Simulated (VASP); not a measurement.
# Te2Mo (P1) in VASP: a series of runs

The runs below take Te2Mo through single point, with PBE.

All numbers are computed with VASP 6.6.1; they aren't measurements. Logs are shortened: lines on timing, memory, paths and dates and some standing lists are left out, and cuts for length are marked.

### 1 The cell of the first run

The typed cell holds 3 atoms: a = 7.352 Å, b = 7.352 Å, c = 7.352 Å, α = 27.56°, β = 27.56°, γ = 27.56°.

### 2 Single point, PBE

INCAR

```
PREC = Accurate
ENCUT = 520
EDIFF = 1E-7
ISMEAR = -1
SIGMA = 0.086
LREAL = False
LASPH = True
NELM = 60
ALGO = Normal
ISIF = 2
LWAVE = False
LCHARG = False
GGA = PE
NBANDS = 20
```

KPOINTS

```
regular mesh
0
Gamma
  4 4 4
```

POSCAR

```
Te2Mo
1.0
    1.7509539888      1.0109137567      7.0687660149
   -1.7509539888      1.0109137567      7.0687660149
    0.0000000000     -2.0218275135      7.0687660149
Mo Te
1 2
Direct
   -0.0086757401      0.0459304921     -0.0293148937
    0.2662423680      0.2013194741      0.2696103870
    0.7402812585      0.7641425365      0.7524334792
```

Potentials or basis: VASP PAW PBE potentials, release 64 (Mo_sv, Te).

The run is started by

```sh
$ cat potpaw_PBE.64/Mo_sv/POTCAR potpaw_PBE.64/Te/POTCAR > POTCAR
$ mpirun -np 1 vasp_std > vasp.out
```

OUTCAR:

```text
PREC = Accurate
   ENCUT = 520
   EDIFF = 1E-7
   ISMEAR = -1
   LREAL = False
   LASPH = True
   NELM = 60
   ISIF = 2
   GGA = PE

 ion  position               nearest neighbor table
   1  0.991  0.046  0.971-   3 2.61   2 2.67   3 2.68   2 2.73   3 2.75   2 2.98
   2  0.266  0.201  0.270-   1 2.67   1 2.73   1 2.98
   3  0.740  0.764  0.752-   1 2.61   1 2.68   1 2.75

  LATTYP: Found a trigonal (rhomboedric) cell.
 ALAT       =     7.3522268373
 COS(alpha) =     0.8865664124

  Lattice vectors:

 A1 = (   1.7509539888,   1.0109137567,   7.0687660149)
 A2 = (  -1.7509539888,   1.0109137567,   7.0687660149)
 A3 = (   0.0000000000,  -2.0218275135,   7.0687660149)

Analysis of symmetry for initial positions (statically):
=====================================================================
 Subroutine PRICEL returns:
 Original cell was already a primitive cell.

 Routine SETGRP: Setting up the symmetry group for a
 trigonal (rhombohedral) supercell.

 Subroutine GETGRP returns: Found  1 space group operations
 (whereof  1 operations were pure point group operations)
 out of a pool of 12 trial point group operations.

The static configuration has the point symmetry C_1 .

Analysis of symmetry for dynamics (positions and initial velocities):
=====================================================================
 Subroutine PRICEL returns:
 Original cell was already a primitive cell.

 Routine SETGRP: Setting up the symmetry group for a
 trigonal (rhombohedral) supercell.

 Subroutine GETGRP returns: Found  1 space group operations
 (whereof  1 operations were pure point group operations)
 out of a pool of 12 trial point group operations.

The dynamic configuration has the point symmetry C_1 .

 Subroutine INISYM returns: Found  1 space group operations
 (whereof  1 operations are pure point group operations),
 and found     1 'primitive' translations

----------------------------------------------------------------------------------------

                                     Primitive cell

  volume of cell :      75.0730

  direct lattice vectors                    reciprocal lattice vectors
     1.750953989  1.010913757  7.068766015     0.285558617  0.164867345  0.047155802
    -1.750953989  1.010913757  7.068766015    -0.285558617  0.164867345  0.047155802
     0.000000000 -2.021827513  7.068766015     0.000000000 -0.329734689  0.047155802

  length of vectors
     7.352226837  7.352226837  7.352226837     0.333089530  0.333089530  0.333089530

  position of ions in fractional coordinates (direct lattice)
     0.991324260  0.045930492  0.970685106
     0.266242368  0.201319474  0.269610387
     0.740281258  0.764142537  0.752433479

  ion indices of the primitive-cell ions
   primitive index   ion index
                 1           1
                 2           2
                 3           3

----------------------------------------------------------------------------------------

 KPOINTS: regular mesh

Automatic generation of k-mesh.
 Grid dimensions read from file:
 generate k-points for:    4    4    4

 Generating k-lattice:

  Cartesian coordinates                     Fractional coordinates (reciprocal lattice)
     0.071389654  0.041216836  0.011788951     0.250000000  0.000000000  0.000000000
    -0.071389654  0.041216836  0.011788951     0.000000000  0.250000000  0.000000000
     0.000000000 -0.082433672  0.011788951     0.000000000  0.000000000  0.250000000

  Length of vectors
     0.083272382  0.083272382  0.083272382

  Shift w.r.t. Gamma in fractional coordinates (k-lattice)
     0.000000000  0.000000000  0.000000000

 Subroutine IBZKPT returns following result:
 ===========================================

 Found     36 irreducible k-points:

 Following reciprocal coordinates:
            Coordinates               Weight
  0.000000  0.000000  0.000000      1.000000
  0.250000  0.000000  0.000000      2.000000
  0.000000  0.250000  0.000000      2.000000
  0.000000  0.000000  0.250000      2.000000
  0.500000  0.000000  0.000000      1.000000
  0.000000  0.500000  0.000000      1.000000
[... 16 lines left out ...]
  0.250000  0.250000  0.250000      2.000000
  0.500000  0.250000  0.250000      2.000000
 [... further k-points ...]
   k-points           NKPTS =     36   k-points in BZ     NKDIM =     36   number of bands    NBANDS=     20
   number of dos      NEDOS =    301   number of ions     NIONS =      3
   total plane-waves  NPLWV = 175616
   dimension x,y,z NGX =    56 NGY =   56 NGZ =   56
   dimension x,y,z NGXF=   112 NGYF=  112 NGZF=  112
   ions per type =               1   2
   NGX,Y,Z   is equivalent  to a cutoff of  12.66, 12.66, 12.66 a.u.
   NGXF,Y,Z  is equivalent  to a cutoff of  25.33, 25.33, 25.33 a.u.
 SYSTEM =  unknown system
   PREC   = accura    normal or accurate (medium, high low for compatibility)
   ISTART =      0    job   : 0-new  1-cont  2-samecut
   ICHARG =      2    charge: 1-file 2-atom 10-const
   ISPIN  =      1    spin polarized calculation?
   LNONCOLLINEAR =      F non collinear calculations
   LSORBIT =      F    spin-orbit coupling
   LASPH  =      T    aspherical Exc in radial PAW
   ENCUT  =  520.0 eV  38.22 Ry    6.18 a.u.  13.67 13.67 13.67*2*pi/ulx,y,z
   NELM   =     60;   NELMIN=  2; NELMDL= -5     # of ELM steps
   EDIFF  = 0.1E-06   stopping-criterion for ELM
   LREAL  =      F    real-space projection
   EDIFFG = 0.1E-05   stopping-criterion for IOM
   NSW    =      0    number of steps for IOM
   IBRION =     -1    ionic relax: 0-MD 1-quasi-New 2-CG
   NFREE  =      0    steps in history (QN), initial steepest desc. (CG)
   ISIF   =      2    stress and relaxation
   ISYM   =      2    0-nonsym 1-usesym 2-fastsym
   POTIM  = 0.5000    time-step for ionic-motion
   TEBEG  =    0.0;   TEEND  =   0.0 temperature during run
   PSTRESS=    0.0 pullay stress
   NELECT =      26.0000    total number of electrons
   NUPDOWN=      -1.0000    fix difference up-down
   EMIN   =  10.00;   EMAX   =-10.00  energy-range for DOS
   EFERMI =   0.00;   METHOD = LEGACY
   ISMEAR =    -1;   SIGMA  =   0.09  broadening in eV -4-tet -1-fermi 0-gaus
   EFERMI_NEDOS =   21; number of points for ismear=-14 and -15
   IALGO  =     38    algorithm
   IMIX   =      4    mixing-type and parameters
     AMIX     =   0.40;   BMIX     =  1.00
     AMIX_MAG =   1.60;   BMIX_MAG =  1.00
  volume/ion in A,a.u.               =      25.02       168.87
  Fermi-wavevector in a.u.,A,eV,Ry     =   1.149665  2.172552 17.983229  1.321730
  Thomas-Fermi vector in A             =   2.286334
   LORBIT       =      0    0 simple, 1 ext, 2 COOP (PROOUT), +10 PAW based schemes
   GGA     = PE    functional components
   LHFCALC =     F    Hartree Fock is set to
   AEXX    =    0.0000 exact exchange contribution
   IVDW    =     0    specifies the selected vdW correction
   LEPSILON=     F    determine dielectric tensor
   LRPA    =     F    only Hartree local field effects (RPA)
 non-spin polarized calculation
  energy-cutoff  :      520.00
  volume of cell :       75.07
 maximum number of plane-waves:      2054
 NGX is ok and might be reduce to    56
   NGX = 27   NGY = 27   NGZ = 27

 number of electron      26.0000000 magnetization

 Free energy of the ion-electron system (eV)
  ---------------------------------------------------
  ext. energy  EPLUGINS =         0.00000000
  ---------------------------------------------------
  free energy    TOTEN  =       -17.31475761 eV

  energy without entropy =      -17.26073422  energy(sigma->0) =      -17.28774591

 E-fermi :   8.5519     XC(G=0): -10.4527

 val. band max:        8.4642567644   @ k =   0.0000  -0.2500   0.5000
 cond. band min:       8.6114493730   @ k =   0.0000  -0.2500   0.5000
 fundamental gap:      0.1471926085
 Fermi energy:         8.5519054238

 k-point     1 :       0.0000    0.0000    0.0000
  band No.  band energies     occupation
      1     -52.6623      2.00000
      2     -26.8238      2.00000
      3     -26.7346      2.00000
      4     -26.6991      2.00000
      5      -4.8954      2.00000
      6      -3.6764      2.00000
[... 12 lines left out ...]
     19      14.7448      0.00000
     20      16.8000      0.00000

 k-point     2 :       0.2500    0.0000    0.0000
  band No.  band energies     occupation
      1     -52.6570      2.00000
      2     -26.8106      2.00000
      3     -26.7947      2.00000
      4     -26.7216      2.00000
      5      -4.0095      2.00000
      6      -3.1819      2.00000
[... 12 lines left out ...]
     19      14.9743      0.00000
     20      16.0921      0.00000

 k-point     3 :       0.0000    0.2500    0.0000
  band No.  band energies     occupation
      1     -52.6571      2.00000
      2     -26.8116      2.00000
      3     -26.7646      2.00000
      4     -26.7500      2.00000
      5      -4.0368      2.00000
      6      -3.1410      2.00000
[... 12 lines left out ...]
     19      14.7704      0.00000
     20      16.0751      0.00000

 k-point     4 :       0.0000    0.0000    0.2500
  band No.  band energies     occupation
      1     -52.6571      2.00000
      2     -26.8117      2.00000
      3     -26.7954      2.00000
      4     -26.7194      2.00000
      5      -4.0115      2.00000
      6      -3.1767      2.00000
[... 12 lines left out ...]
     19      14.9428      0.00000
     20      16.0968      0.00000

 k-point     5 :       0.5000    0.0000    0.0000
  band No.  band energies     occupation
      1     -52.6518      2.00000
      2     -26.8636      2.00000
      3     -26.7931      2.00000
      4     -26.7386      2.00000
      5      -2.7921      2.00000
      6      -2.3088      2.00000
[... 12 lines left out ...]
     19      13.8577      0.00000
     20      13.9988      0.00000
[... 353 lines left out ...]
      6      -2.4103      2.00000
[... 12 lines left out ...]
     19      13.5339      0.00000
     20      14.4600      0.00000

 k-point    22 :       0.0000    0.5000    0.5000
  band No.  band energies     occupation
      1     -52.6518      2.00000
      2     -26.8636      2.00000
      3     -26.7931      2.00000
      4     -26.7386      2.00000
      5      -2.6950      2.00000
      6      -2.4123      2.00000
[... 12 lines left out ...]
     19      13.1176      0.00000
     20      14.6219      0.00000

 k-point    23 :       0.2500    0.2500    0.2500
  band No.  band energies     occupation
      1     -52.6623      2.00000
      2     -26.8238      2.00000
      3     -26.7346      2.00000
      4     -26.6991      2.00000
      5      -4.7758      2.00000
      6      -3.8744      2.00000
[... 12 lines left out ...]
     19      15.2719      0.00000
     20      16.6930      0.00000

 k-point    24 :       0.5000    0.2500    0.2500
  band No.  band energies     occupation
      1     -52.6570      2.00000
      2     -26.8106      2.00000
      3     -26.7947      2.00000
      4     -26.7216      2.00000
      5      -3.8609      2.00000
      6      -3.3792      2.00000
[... 12 lines left out ...]
     19      14.8986      0.00000
     20      15.7720      0.00000

 [... further k-points ...]
[... 5 lines left out ...]
  --------------------------------------------------------------------------------------
  -------------------------------------------------------------------------------------
  Total        1.3544140      1.1572014      2.3042359      0.0615348     -0.1423482      0.5684837
  in kB       28.9053555     24.6965239     49.1760716      1.3132498     -3.0379386     12.1323494
  external PRESSURE =      34.2593170 kB  Pullay stress =       0.0000000 kB

 VOLUME and BASIS-vectors are now :
 -----------------------------------------------------------------------------
  energy-cutoff  :      520.00
  volume of cell :       75.07
      direct lattice vectors                 reciprocal lattice vectors
     1.750953989  1.010913757  7.068766015     0.285558617  0.164867345  0.047155802
    -1.750953989  1.010913757  7.068766015    -0.285558617  0.164867345  0.047155802
     0.000000000 -2.021827513  7.068766015     0.000000000 -0.329734689  0.047155802

 POSITION                                       TOTAL-FORCE (eV/Angst)
 -----------------------------------------------------------------------------------
      1.65534     -0.91398     14.19366         0.732698     -0.905881     -0.930820
      0.11368     -0.07244      5.21090        -0.526874      0.483713     -0.157149
     -0.04178     -0.00045     15.95320        -0.205824      0.422168      1.087969
 -----------------------------------------------------------------------------------
    total drift:                                0.000075     -0.000118      0.000210

  FREE ENERGIE OF THE ION-ELECTRON SYSTEM (eV)
  ---------------------------------------------------
  free  energy   TOTEN  =       -17.3147576079 eV

  energy  without entropy=      -17.2607342155  energy(sigma->0) =      -17.28774591
```

It took 100 s on 1 thread of AMD EPYC 9R45 (Zen 5), shared host; peak memory 0.39 GiB.

Results:

```
Free energy            : -17.3148 eV
Pressure               : 3.4 GPa
Largest force          : 1.491 eV/Å
Band gap on the k mesh : 0.15 eV, direct
```

Forces on the atoms (eV/Å):
```
Mo   0.733 -0.906 -0.931
Te  -0.527  0.484 -0.157
Te  -0.206  0.422  1.088
```

Stress tensor (GPa, compression positive):
```
 2.89  0.13  1.21
 0.13  2.47 -0.30
 1.21 -0.30  4.92
```

Caveat: the k points lie up to 0.52 Å⁻¹ apart; spin-orbit coupling is left out, which moves the levels of the heavy elements; forces of over 1 eV/Å act on the atoms, so gaps and moduli don't describe the material at rest.

### 3 Single point, PBE

INCAR

```
SYSTEM = Te2Mo
ALGO     = Normal         ! electronic algorithm
EDIFF    = 1E-6           ! SCF threshold, eV
ENCUT    = 520            ! plane-wave cutoff, eV
GGA      = PE             ! functional
ISIF     = 2              ! what is computed and relaxed
ISMEAR   = -1             ! smearing method
LASPH    = .True.         ! aspherical terms in the spheres
LCHARG   = .False.        ! write CHGCAR
LREAL    = .False.        ! projectors in reciprocal space
LWAVE    = .False.        ! write WAVECAR
NBANDS   = 20             ! bands
NELM     = 100            ! most SCF steps
PREC     = Accurate       ! precision mode
SIGMA    = 0.086          ! smearing width, eV
```

KPOINTS

```
k-points
0
Gamma
  4 4 4
  0 0 0
```

POSCAR

```
Te2Mo
1.0
    1.7509539888      1.0109137567      7.0687660149
   -1.7509539888      1.0109137567      7.0687660149
    0.0000000000     -2.0218275135      7.0687660149
Mo Te
1 2
Direct
   -0.0143837214      0.0368152253     -0.0222589137
    0.2777096524      0.1788024275      0.2746650434
    0.7331064195      0.7935140605      0.7420725233
```

Potentials or basis: VASP PAW PBE potentials, release 64 (Mo_sv, Te).

The run is started by

```sh
$ cat potpaw_PBE.64/Mo_sv/POTCAR potpaw_PBE.64/Te/POTCAR > POTCAR
$ mpirun -np 1 vasp_std > vasp.out
```

It took 99 s on 1 thread of AMD EPYC 9R45 (Zen 5), shared host; peak memory 0.39 GiB.

Results (log left out):

| Property | Result |
| --- | --- |
| Free energy | -17.3260 eV |
| Pressure | -0.2 GPa |
| Largest force | 0.955 eV/Å |
| Band gap on the k mesh | 0.14 eV, direct |

Forces on the atoms (eV/Å):
```
Mo   0.521 -0.458  0.502
Te  -0.814  0.493 -0.067
Te   0.293 -0.035 -0.435
```

Stress tensor (GPa, compression positive):
```
-0.70  1.31  3.93
 1.31  0.60 -1.88
 3.93 -1.88 -0.56
```

Levels at points of the mesh, in eV from the valence-band top:
```
           k point  band 11  band 12  band 13  band 14  band 15  band 16
(0.00, 0.00, 0.00)    -0.91    -0.72    -0.47     1.76     1.77     3.12
(0.50, 0.00, 0.00)    -2.33    -1.78    -0.13     0.93     1.31     2.31
(0.00, 0.50, 0.00)    -1.86    -1.47    -0.27     0.97     1.29     2.43
(0.00, 0.00, 0.50)    -2.31    -1.73    -0.16     0.93     1.31     2.36
(0.50, 0.50, 0.00)    -2.23    -1.92    -0.54     0.93     1.06     2.80
(0.50, 0.00, 0.50)    -2.48    -1.55    -0.71     0.88     0.97     2.92
(0.00, 0.50, 0.50)    -2.19    -1.99    -0.52     0.93     1.08     2.77
(0.50, 0.50, 0.50)    -0.72    -0.56    -0.45     1.42     1.70     3.17
```

Caveat: the k points lie up to 0.52 Å⁻¹ apart; spin-orbit coupling is left out, which moves the levels of the heavy elements.
